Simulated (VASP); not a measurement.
# Bi2Se5 (P-3m1) in VASP: a series of runs, part 2 of 2

VASP 6.6.1. The steps go on from the part before.

## Step 5: Single point, PBE

This run uses another cell than the first one, of 33.04 Å³/atom.

File INCAR:

```
SYSTEM = Bi2Se5
ALGO = Normal
EDIFF = 1E-6
ENCUT = 520
GGA = PE
ISIF = 2
ISMEAR = 0
LASPH = .True.
LCHARG = .False.
LREAL = .False.
LWAVE = .False.
NBANDS = 39
NELM = 60
PREC = Accurate
SIGMA = 0.1
```

File KPOINTS:

```
k-points
0
Gamma
  12 12 2
  0 0 0
```

File POSCAR:

```
Bi2Se5
1.0
    4.0898882484      0.0000000000      0.0000000000
   -2.0449441242      3.5419471217      0.0000000000
    0.0000000000      0.0000000000     15.9677142480
Bi Se
2 5
Direct
    0.6666666667      0.3333333333      0.8752160154
    0.3333333333      0.6666666667      0.1247839846
    0.3333333333      0.6666666667      0.7739265815
    0.0000000000      0.0000000000      0.4314726684
    0.0000000000      0.0000000000      0.5685273316
    0.6666666667      0.3333333333      0.2260734185
    0.0000000000      0.0000000000      0.0000000000
```

Potentials or basis: VASP PAW PBE potentials, release 64 (Bi_d, Se).

The run is started by

```
$ cat potpaw_PBE.64/Bi_d/POTCAR potpaw_PBE.64/Se/POTCAR > POTCAR
$ mpirun -np 1 vasp_std > vasp.out
```

OUTCAR:

```text
SYSTEM = Bi2Se5
   EDIFF = 1E-6
   ENCUT = 520
   GGA = PE
   ISIF = 2
   ISMEAR = 0
   LASPH = .True.
   LREAL = .False.
   NELM = 60
   PREC = Accurate

 ion  position               nearest neighbor table
   1  0.667  0.333  0.875-   3 2.86   3 2.86   3 2.86   7 3.09   7 3.09   7 3.09
   2  0.333  0.667  0.125-   6 2.86   6 2.86   6 2.86   7 3.09   7 3.09   7 3.09
   3  0.333  0.667  0.774-   1 2.86   1 2.86   1 2.86
   4  0.000  0.000  0.431-   5 2.19
   5  0.000  0.000  0.569-   4 2.19
   6  0.667  0.333  0.226-   2 2.86   2 2.86   2 2.86
   7  0.000  0.000  0.000-   1 3.09   2 3.09   2 3.09   1 3.09   1 3.09   2 3.09

  LATTYP: Found a hexagonal cell.
 ALAT       =     4.0898882484
 C/A-ratio  =     3.9041932880

  Lattice vectors:

 A1 = (   4.0898882484,   0.0000000000,   0.0000000000)
 A2 = (  -2.0449441242,   3.5419471217,   0.0000000000)
 A3 = (   0.0000000000,   0.0000000000,  15.9677142480)

Analysis of symmetry for initial positions (statically):
=====================================================================
 Subroutine PRICEL returns:
 Original cell was already a primitive cell.

[... 184 lines left out ...]
 Fermi energy:         3.0613163411

 k-point     1 :       0.0000    0.0000    0.0000
  band No.  band energies     occupation
      1     -20.4529      2.00000
      2     -20.4529      2.00000
      3     -20.4518      2.00000
      4     -20.4518      2.00000
      5     -20.4376      2.00000
      6     -20.4352      2.00000
[... 997 lines left out ...]
     38       6.9927      0.00000
     39       7.0773      0.00000

 [... further k-points ...]

------------------------ aborting loop because EDIFF is reached ----------------------------------------

  FORCE on cell =-STRESS in cart. coord.  units (eV):
  Direction    XX          YY          ZZ          XY          YZ          ZX
  --------------------------------------------------------------------------------------
  -------------------------------------------------------------------------------------
  Total        0.0131875      0.0131875      0.1486728      0.0000000      0.0000000      0.0000000
  in kB        0.0913433      0.0913433      1.0297830      0.0000000      0.0000000      0.0000000
  external PRESSURE =       0.4041565 kB  Pullay stress =       0.0000000 kB

 VOLUME and BASIS-vectors are now :
 -----------------------------------------------------------------------------
  energy-cutoff  :      520.00
  volume of cell :      231.31
      direct lattice vectors                 reciprocal lattice vectors
     4.089888248  0.000000000  0.000000000     0.244505458  0.141165292  0.000000000
    -2.044944124  3.541947122  0.000000000     0.000000000  0.282330584  0.000000000
     0.000000000  0.000000000 15.967714248     0.000000000  0.000000000  0.062626371

 POSITION                                       TOTAL-FORCE (eV/Angst)
 -----------------------------------------------------------------------------------
      2.04494      1.18065     13.97520        -0.000000      0.000000      0.009445
     -0.00000      2.36130      1.99252         0.000000     -0.000000     -0.009445
     -0.00000      2.36130     12.35784         0.000000      0.000000     -0.013384
      0.00000      0.00000      6.88963        -0.000000      0.000000     -0.057126
      0.00000      0.00000      9.07808         0.000000     -0.000000      0.057126
      2.04494      1.18065      3.60988         0.000000      0.000000      0.013384
      0.00000      0.00000      0.00000         0.000000      0.000000      0.000000
 -----------------------------------------------------------------------------------
    total drift:                               -0.000000      0.000000      0.000000

  FREE ENERGIE OF THE ION-ELECTRON SYSTEM (eV)
  ---------------------------------------------------
  free  energy   TOTEN  =       -26.4165575796 eV

  energy  without entropy=      -26.4053080794  energy(sigma->0) =      -26.41093283
```

OSZICAR:

```text
N       E                     dE             d eps       ncg     rms          rms(c)
DAV:   1     0.541154216855E+03    0.54115E+03   -0.27187E+04  2964   0.146E+03
DAV:   2     0.375879371646E+02   -0.50357E+03   -0.48800E+03  3232   0.355E+02
DAV:   3    -0.245270447477E+02   -0.62115E+02   -0.60386E+02  3769   0.141E+02
DAV:   4    -0.271890017193E+02   -0.26620E+01   -0.26350E+01  3483   0.316E+01
DAV:   5    -0.272834061926E+02   -0.94404E-01   -0.94360E-01  4146   0.612E+00    0.679E+00
DAV:   6    -0.264186109449E+02    0.86480E+00   -0.15161E+00  3938   0.685E+00    0.409E+00
DAV:   7    -0.264121230870E+02    0.64879E-02   -0.44781E-01  3258   0.279E+00    0.186E+00
DAV:   8    -0.264165392651E+02   -0.44162E-02   -0.89680E-02  3349   0.136E+00    0.510E-01
DAV:   9    -0.264161658303E+02    0.37343E-03   -0.96907E-03  3645   0.596E-01    0.153E-01
DAV:  10    -0.264164717363E+02   -0.30591E-03   -0.22966E-03  3690   0.216E-01    0.785E-02
DAV:  11    -0.264165236677E+02   -0.51931E-04   -0.31808E-04  3519   0.943E-02    0.361E-02
DAV:  12    -0.264165530454E+02   -0.29378E-04   -0.14821E-04  3207   0.575E-02    0.938E-03
DAV:  13    -0.264165566183E+02   -0.35729E-05   -0.29089E-05  3474   0.235E-02    0.852E-03
DAV:  14    -0.264165576191E+02   -0.10008E-05   -0.40271E-06  2934   0.870E-03    0.244E-03
DAV:  15    -0.264165575796E+02    0.39475E-07   -0.83905E-07  1881   0.425E-03
   1 F= -.26416558E+02 E0= -.26410933E+02  d E =-.112495E-01
```

Wall time 2.7 min (1 thread of Intel Xeon 6975P-C (Granite Rapids), shared host); peak memory 0.47 GiB.

Results:

```
Free energy            : -26.4166 eV
Pressure               : 0.0 GPa
Largest force          : 0.057 eV/Å
Band gap on the k mesh : zero (bands 30 and 31 overlap by 1.14 eV)
```

Forces on the atoms (eV/Å):
```
Bi   0.000  0.000  0.009
Bi   0.000  0.000 -0.009
Se   0.000  0.000 -0.013
Se   0.000  0.000 -0.057
Se   0.000  0.000  0.057
Se   0.000  0.000  0.013
Se   0.000  0.000  0.000
```

Stress tensor (GPa, compression positive):
```
0.01 0.00 0.00
0.00 0.01 0.00
0.00 0.00 0.10
```

Caveat: spin-orbit coupling is left out, which moves the levels of the heavy elements; this functional lacks dispersion, which binds the layers, so the pressure and a relaxed spacing across them are unreliable.

## Step 6: Single point, PBE

This run uses another cell than the first one, of 33.04 Å³/atom.

File INCAR:

```
SYSTEM = Bi2Se5
ALGO = Normal
EDIFF = 1E-7
ENCUT = 520
GGA = PE
ISIF = 2
ISMEAR = 0
LASPH = .TRUE.
LCHARG = .TRUE.
LELF = .TRUE.
LREAL = .FALSE.
LVHAR = .TRUE.
LWAVE = .FALSE.
NBANDS = 39
NELM = 80
PREC = Accurate
SIGMA = 0.1
```

File KPOINTS:

```
k-points
0
G
  12 12 2
  0 0 0
```

File POSCAR:

```
Bi2Se5
1.0
    4.0897343584      0.0000000000      0.0000000000
   -2.0448671792      3.5418138491      0.0000000000
    0.0000000000      0.0000000000     15.9674457563
Bi Se
2 5
Direct
    0.6666666667      0.3333333333      0.8752070443
    0.3333333333      0.6666666667      0.1247929557
    0.3333333333      0.6666666667      0.7738993722
    0.0000000000      0.0000000000      0.4314700027
    0.0000000000      0.0000000000      0.5685299973
    0.6666666667      0.3333333333      0.2261006278
    0.0000000000      0.0000000000      0.0000000000
```

Potentials or basis: VASP PAW PBE potentials, release 64 (Bi_d, Se).

The run is started by

```
$ cat potpaw_PBE.64/Bi_d/POTCAR potpaw_PBE.64/Se/POTCAR > POTCAR
$ mpirun -np 1 vasp_std > vasp.out
```

Run time: 3 min. Hardware: 1 thread of Intel Xeon 6975P-C (Granite Rapids), shared host; peak memory 0.47 GiB.

The run converged. Its results:

```yaml
Free_energy: -26.4166 eV
Pressure: 0.0 GPa
Largest_force: 0.056 eV/Å
Band_gap_on_the_k_mesh: zero (bands 30 and 31 overlap by 1.14 eV)
```

Forces on the atoms (eV/Å):
```
Bi   0.000  0.000  0.009
Bi   0.000  0.000 -0.009
Se   0.000  0.000 -0.012
Se   0.000  0.000 -0.056
Se   0.000  0.000  0.056
Se   0.000  0.000  0.012
Se   0.000  0.000  0.000
```

Stress tensor (GPa, compression positive):
```
0.01 0.00 0.00
0.00 0.01 0.00
0.00 0.00 0.10
```

Levels at points of the mesh, in eV from the Fermi level:
| k point | band 26 | band 27 | band 28 | band 29 | band 30 | band 31 | band 32 | band 33 | band 34 | band 35 |
| --- | --- | --- | --- | --- | --- | --- | --- | --- | --- | --- |
| (0.00, 0.00, 0.00) | -1.55 | -1.46 | -1.46 | -1.29 | 0.18 | 0.76 | 0.76 | 1.36 | 1.36 | 1.83 |
| (0.50, 0.00, 0.00) | -2.28 | -2.09 | -1.69 | -1.58 | -1.08 | 0.35 | 0.82 | 1.79 | 1.87 | 2.52 |
| (0.00, 0.00, 0.50) | -1.80 | -1.46 | -1.46 | -1.10 | 0.13 | 0.77 | 0.77 | 1.35 | 1.35 | 1.87 |
| (0.50, 0.00, 0.50) | -2.27 | -2.21 | -1.70 | -1.53 | -0.92 | 0.36 | 0.72 | 1.63 | 1.85 | 2.60 |

Caveat: spin-orbit coupling is left out, which moves the levels of the heavy elements; this functional lacks dispersion, which binds the layers, so the pressure and a relaxed spacing across them are unreliable.

## Step 7: Overview

| task | cell | k mesh | cutoff (eV) | smearing | gap on the mesh (eV) | pressure (GPa) | largest force (eV/Å) |
| --- | --- | --- | --- | --- | --- | --- | --- |
| single point | a = 4.127, b = 4.127, c = 15.208 Å, angles 90.0, 90.0, 120.0°, 7 atoms, atomic positions A | 3 × 3 × 1 | 520 | gaussian 0.15 eV | none | 0.3 | 0.10 |
| relaxation of cell and atoms | relaxed from a = 4.140, b = 4.140, c = 13.070 Å, angles 90.0, 90.0, 120.0°, 7 atoms, atomic positions B | 3 × 3 × 1 | 600 | gaussian 0.15 eV | none | 0.0 | 0.07 |
| single point | a = 4.055, b = 4.055, c = 15.269 Å, angles 90.0, 90.0, 120.0°, 7 atoms, atomic positions C | 12 × 12 × 2 | 520 | gaussian 0.1 eV | none | 0.7 | 0.05 |
| single point | a = 4.090, b = 4.090, c = 15.968 Å, angles 90.0, 90.0, 120.0°, 7 atoms, atomic positions D | 12 × 12 × 2 | 520 | gaussian 0.1 eV | none | 0.0 | 0.06 |
| single point | a = 4.090, b = 4.090, c = 15.967 Å, angles 90.0, 90.0, 120.0°, 7 atoms, atomic positions D | 12 × 12 × 2 | 520 | gaussian 0.1 eV | none | 0.0 | 0.06 |

Alike in all rows: level PBE; potentials or basis VASP PAW PBE potentials, release 64 (Bi_d, Se); no spin polarisation.

Caveats: some runs use coarse meshes; spin-orbit coupling is left out, which moves the levels of the heavy elements; this functional lacks dispersion, which binds the layers, so the pressure and a relaxed spacing across them are unreliable; the volume moved by over 15 % at a fixed basis, so the end points are rough (at least some runs); the relaxation stopped at a loose force limit of 0.08 eV/Å, so its end isn't a converged minimum (at least some runs).

Total energies depend on the potentials used, so only differences within one code and one set of settings carry meaning.
